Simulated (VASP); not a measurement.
# Sm (Fd-3m) in VASP: single point with PBE

Aim: the single point of Sm with PBE.

Everything below comes from runs of VASP 6.6.1. Logs are shortened: lines on timing, memory, paths and dates and some standing lists are left out, and cuts for length are marked.

## 1. The cell of the first run

It takes space group Fd-3m (No. 227, cubic). The conventional cell has a = 5.537 Å, b = 5.537 Å, c = 5.537 Å, α = 90.00°, β = 90.00°, γ = 90.00°. Sm (site symmetry -43m) has 4 Sm at 2.40 Å within 3.2 Å.

## 2. Single point, PBE

File INCAR:

```
SYSTEM = Sm
PREC = Accurate
ENCUT = 520
EDIFF = 1E-7
ISMEAR = -1
SIGMA = 0.13605693000000002
LREAL = .FALSE.
LASPH = .TRUE.
NELM = 60
ALGO = Normal
ISIF = 2
LWAVE = .FALSE.
LCHARG = .TRUE.
GGA = PE
LELF = .TRUE.
LVHAR = .TRUE.
NBANDS = 23
```

File KPOINTS:

```
regular mesh
0
G
  8 8 8
  0 0 0
```

File POSCAR:

```
Sm
1.0
    0.0000000000      2.7682641055      2.7682641055
    2.7682641055      0.0000000000      2.7682641055
    2.7682641055      2.7682641055      0.0000000000
Sm
2
Direct
    0.0000000000      0.0000000000      0.0000000000
    0.2500000000      0.2500000000      0.2500000000
```

Potentials or basis: VASP PAW PBE potentials, release 64 (Sm).

Launch:

```bash
cat potpaw_PBE.64/Sm/POTCAR > POTCAR
mpirun -np 1 vasp_std > vasp.out
```

OUTCAR:

```text
SYSTEM = Sm
   PREC = Accurate
   ENCUT = 520
   EDIFF = 1E-7
   ISMEAR = -1
   LREAL = .FALSE.
   LASPH = .TRUE.
   NELM = 60
   ISIF = 2
   GGA = PE

 ion  position               nearest neighbor table
   1  0.000  0.000  0.000-   2 2.40   2 2.40   2 2.40   2 2.40
   2  0.250  0.250  0.250-   1 2.40   1 2.40   1 2.40   1 2.40

  LATTYP: Found a face centered cubic cell.
 ALAT       =     5.5365282110

  Lattice vectors:

 A1 = (   0.0000000000,   2.7682641055,   2.7682641055)
 A2 = (   2.7682641055,   0.0000000000,   2.7682641055)
 A3 = (   2.7682641055,   2.7682641055,   0.0000000000)

Analysis of symmetry for initial positions (statically):
=====================================================================
 Subroutine PRICEL returns:
 Original cell was already a primitive cell.

 Routine SETGRP: Setting up the symmetry group for a
 face centered cubic supercell.

 Subroutine GETGRP returns: Found 48 space group operations
 (whereof 24 operations were pure point group operations)
 out of a pool of 48 trial point group operations.

The static configuration has the point symmetry T_d .
 The point group associated with its full space group is O_h .

Analysis of symmetry for dynamics (positions and initial velocities):
=====================================================================
 Subroutine PRICEL returns:
 Original cell was already a primitive cell.

 Routine SETGRP: Setting up the symmetry group for a
 face centered cubic supercell.

 Subroutine GETGRP returns: Found 48 space group operations
 (whereof 24 operations were pure point group operations)
 out of a pool of 48 trial point group operations.

The dynamic configuration has the point symmetry T_d .
 The point group associated with its full space group is O_h .

 Subroutine INISYM returns: Found 48 space group operations
 (whereof 24 operations are pure point group operations),
 and found     1 'primitive' translations

----------------------------------------------------------------------------------------

                                     Primitive cell

  volume of cell :      42.4280

  direct lattice vectors                    reciprocal lattice vectors
     0.000000000  2.768264106  2.768264106    -0.180618605  0.180618605  0.180618605
     2.768264106  0.000000000  2.768264106     0.180618605 -0.180618605  0.180618605
     2.768264106  2.768264106  0.000000000     0.180618605  0.180618605 -0.180618605

  length of vectors
     3.914916642  3.914916642  3.914916642     0.312840600  0.312840600  0.312840600

  position of ions in fractional coordinates (direct lattice)
     0.000000000  0.000000000  0.000000000
     0.250000000  0.250000000  0.250000000

  ion indices of the primitive-cell ions
   primitive index   ion index
                 1           1
                 2           2

----------------------------------------------------------------------------------------

 KPOINTS: regular mesh

Automatic generation of k-mesh.
 Grid dimensions read from file:
 generate k-points for:    8    8    8

 Generating k-lattice:

  Cartesian coordinates                     Fractional coordinates (reciprocal lattice)
    -0.022577326  0.022577326  0.022577326     0.125000000  0.000000000  0.000000000
     0.022577326 -0.022577326  0.022577326     0.000000000  0.125000000  0.000000000
     0.022577326  0.022577326 -0.022577326     0.000000000  0.000000000  0.125000000

  Length of vectors
     0.039105075  0.039105075  0.039105075

  Shift w.r.t. Gamma in fractional coordinates (k-lattice)
     0.000000000  0.000000000  0.000000000

 Subroutine IBZKPT returns following result:
 ===========================================

 Found     29 irreducible k-points:

 Following reciprocal coordinates:
            Coordinates               Weight
  0.000000  0.000000  0.000000      1.000000
  0.125000  0.000000  0.000000      8.000000
  0.250000  0.000000  0.000000      8.000000
  0.375000  0.000000  0.000000      8.000000
  0.500000  0.000000  0.000000      4.000000
  0.125000  0.125000  0.000000      6.000000
[... 16 lines left out ...]
  0.500000  0.250000  0.125000     48.000000
 -0.375000  0.250000  0.125000     24.000000
 [... further k-points ...]
   k-points           NKPTS =     29   k-points in BZ     NKDIM =     29   number of bands    NBANDS=     23
   number of dos      NEDOS =    301   number of ions     NIONS =      2
   total plane-waves  NPLWV =  27000
   dimension x,y,z NGX =    30 NGY =   30 NGZ =   30
   dimension x,y,z NGXF=    60 NGYF=   60 NGZF=   60
   ions per type =               2
   NGX,Y,Z   is equivalent  to a cutoff of  12.74, 12.74, 12.74 a.u.
   NGXF,Y,Z  is equivalent  to a cutoff of  25.48, 25.48, 25.48 a.u.
 SYSTEM =  Sm
   PREC   = accura    normal or accurate (medium, high low for compatibility)
   ISTART =      0    job   : 0-new  1-cont  2-samecut
   ICHARG =      2    charge: 1-file 2-atom 10-const
   ISPIN  =      1    spin polarized calculation?
   LNONCOLLINEAR =      F non collinear calculations
   LSORBIT =      F    spin-orbit coupling
   LASPH  =      T    aspherical Exc in radial PAW
   ENCUT  =  520.0 eV  38.22 Ry    6.18 a.u.   7.28  7.28  7.28*2*pi/ulx,y,z
   NELM   =     60;   NELMIN=  2; NELMDL= -5     # of ELM steps
   EDIFF  = 0.1E-06   stopping-criterion for ELM
   LREAL  =      F    real-space projection
   EDIFFG = 0.1E-05   stopping-criterion for IOM
   NSW    =      0    number of steps for IOM
   IBRION =     -1    ionic relax: 0-MD 1-quasi-New 2-CG
   NFREE  =      0    steps in history (QN), initial steepest desc. (CG)
   ISIF   =      2    stress and relaxation
   ISYM   =      2    0-nonsym 1-usesym 2-fastsym
   POTIM  = 0.5000    time-step for ionic-motion
   TEBEG  =    0.0;   TEEND  =   0.0 temperature during run
   PSTRESS=    0.0 pullay stress
   NELECT =      32.0000    total number of electrons
   NUPDOWN=      -1.0000    fix difference up-down
   EMIN   =  10.00;   EMAX   =-10.00  energy-range for DOS
   EFERMI =   0.00;   METHOD = LEGACY
   ISMEAR =    -1;   SIGMA  =   0.14  broadening in eV -4-tet -1-fermi 0-gaus
   EFERMI_NEDOS =   21; number of points for ismear=-14 and -15
   IALGO  =     38    algorithm
   IMIX   =      4    mixing-type and parameters
     AMIX     =   0.40;   BMIX     =  1.00
     AMIX_MAG =   1.60;   BMIX_MAG =  1.00
  volume/ion in A,a.u.               =      21.21       143.16
  Fermi-wavevector in a.u.,A,eV,Ry     =   1.490187  2.816044 30.213858  2.220656
  Thomas-Fermi vector in A             =   2.603000
   LORBIT       =      0    0 simple, 1 ext, 2 COOP (PROOUT), +10 PAW based schemes
   GGA     = PE    functional components
   LHFCALC =     F    Hartree Fock is set to
   AEXX    =    0.0000 exact exchange contribution
   IVDW    =     0    specifies the selected vdW correction
   LEPSILON=     F    determine dielectric tensor
   LRPA    =     F    only Hartree local field effects (RPA)
 non-spin polarized calculation
  energy-cutoff  :      520.00
  volume of cell :       42.43
 maximum number of plane-waves:      1158
 NGX is ok and might be reduce to    30
   NGX = 15   NGY = 15   NGZ = 15

 number of electron      32.0000001 magnetization

 Free energy of the ion-electron system (eV)
  ---------------------------------------------------
  ext. energy  EPLUGINS =         0.00000000
  ---------------------------------------------------
  free energy    TOTEN  =       -10.59457977 eV

  energy without entropy =       -9.92926734  energy(sigma->0) =      -10.26192355

 E-fermi :   4.6427     XC(G=0): -11.9294

 val. band max:        4.6303657412   @ k =   0.2500   0.1250   0.0000
 cond. band min:       4.6487832016   @ k =   0.2500   0.1250   0.0000
 fundamental gap:      0.0184174603
 Fermi energy:         4.6426501397

 k-point     1 :       0.0000    0.0000    0.0000
  band No.  band energies     occupation
      1     -36.2954      2.00000
      2     -32.4608      2.00000
      3     -16.3641      2.00000
      4     -16.3641      2.00000
      5     -16.3641      2.00000
      6     -12.6791      2.00000
[... 15 lines left out ...]
     22       5.5221      0.00311
     23       5.5221      0.00311

 k-point     2 :       0.1250    0.0000    0.0000
  band No.  band energies     occupation
      1     -36.2074      2.00000
      2     -32.6013      2.00000
      3     -16.4599      2.00000
      4     -16.4599      2.00000
      5     -16.3686      2.00000
      6     -12.5611      2.00000
[... 15 lines left out ...]
     22       5.5177      0.00322
     23       5.6295      0.00141

 k-point     3 :       0.2500    0.0000    0.0000
  band No.  band energies     occupation
      1     -35.9648      2.00000
      2     -32.9678      2.00000
      3     -16.6667      2.00000
      4     -16.6667      2.00000
      5     -16.4083      2.00000
      6     -12.2131      2.00000
[... 15 lines left out ...]
     22       5.5068      0.00348
     23       5.6294      0.00142

 k-point     4 :       0.3750    0.0000    0.0000
  band No.  band energies     occupation
      1     -35.6522      2.00000
      2     -33.4005      2.00000
      3     -16.8476      2.00000
      4     -16.8476      2.00000
      5     -16.4793      2.00000
      6     -11.9023      2.00000
[... 15 lines left out ...]
     22       5.4956      0.00378
     23       5.8225      0.00034

 k-point     5 :       0.5000    0.0000    0.0000
  band No.  band energies     occupation
      1     -35.4834      2.00000
      2     -33.6181      2.00000
      3     -16.9168      2.00000
      4     -16.9168      2.00000
      5     -16.5155      2.00000
      6     -11.7830      2.00000
[... 434 lines left out ...]
 k-point    22 :       0.3750    0.2500    0.1250
  band No.  band energies     occupation
      1     -35.7424      2.00000
      2     -33.2791      2.00000
      3     -17.1816      2.00000
      4     -16.9146      2.00000
      5     -15.7134      2.00000
      6     -12.9147      2.00000
[... 15 lines left out ...]
     22       5.4461      0.00544
     23       5.5149      0.00328

 k-point    23 :       0.5000    0.2500    0.1250
  band No.  band energies     occupation
      1     -35.4221      2.00000
      2     -33.6933      2.00000
      3     -17.4459      2.00000
      4     -17.0745      2.00000
      5     -15.4779      2.00000
      6     -12.8644      2.00000
[... 15 lines left out ...]
     22       5.4110      0.00703
     23       5.5426      0.00268

 k-point    24 :      -0.3750    0.2500    0.1250
  band No.  band energies     occupation
      1     -35.2349      2.00000
      2     -33.9186      2.00000
      3     -17.5398      2.00000
      4     -17.1474      2.00000
      5     -15.3911      2.00000
      6     -12.8148      2.00000
[... 15 lines left out ...]
     22       5.4424      0.00559
     23       5.4771      0.00433

 [... further k-points ...]
[... 5 lines left out ...]
  --------------------------------------------------------------------------------------
  -------------------------------------------------------------------------------------
  Total        0.4973163      0.4973163      0.4973163     -0.0000000     -0.0000000      0.0000000
  in kB       18.7797881     18.7797881     18.7797881     -0.0000000     -0.0000000      0.0000000
  external PRESSURE =      18.7797881 kB  Pullay stress =       0.0000000 kB

 VOLUME and BASIS-vectors are now :
 -----------------------------------------------------------------------------
  energy-cutoff  :      520.00
  volume of cell :       42.43
      direct lattice vectors                 reciprocal lattice vectors
     0.000000000  2.768264106  2.768264106    -0.180618605  0.180618605  0.180618605
     2.768264106  0.000000000  2.768264106     0.180618605 -0.180618605  0.180618605
     2.768264106  2.768264106  0.000000000     0.180618605  0.180618605 -0.180618605

 POSITION                                       TOTAL-FORCE (eV/Angst)
 -----------------------------------------------------------------------------------
      0.00000      0.00000      0.00000        -0.000000     -0.000000     -0.000000
      1.38413      1.38413      1.38413         0.000000      0.000000      0.000000
 -----------------------------------------------------------------------------------
    total drift:                                0.000000     -0.000000      0.000000

  FREE ENERGIE OF THE ION-ELECTRON SYSTEM (eV)
  ---------------------------------------------------
  free  energy   TOTEN  =       -10.5945797661 eV

  energy  without entropy=       -9.9292673388  energy(sigma->0) =      -10.26192355
```

Wall time 2.1 min (1 thread of Intel Xeon Platinum 8488C (Sapphire Rapids), shared host); peak memory 0.19 GiB.

What came out:

* Free energy: -10.5946 eV
* Pressure: 1.9 GPa
* Band gap on the k mesh: zero (band 16 reaches 4.80 eV, above the bottom of band 17 at 4.30 eV)

Caveat: spin-orbit coupling is left out, which moves the levels of the heavy elements. Spin polarisation is off, so any magnetic state and its effect on volume and gap are missing.
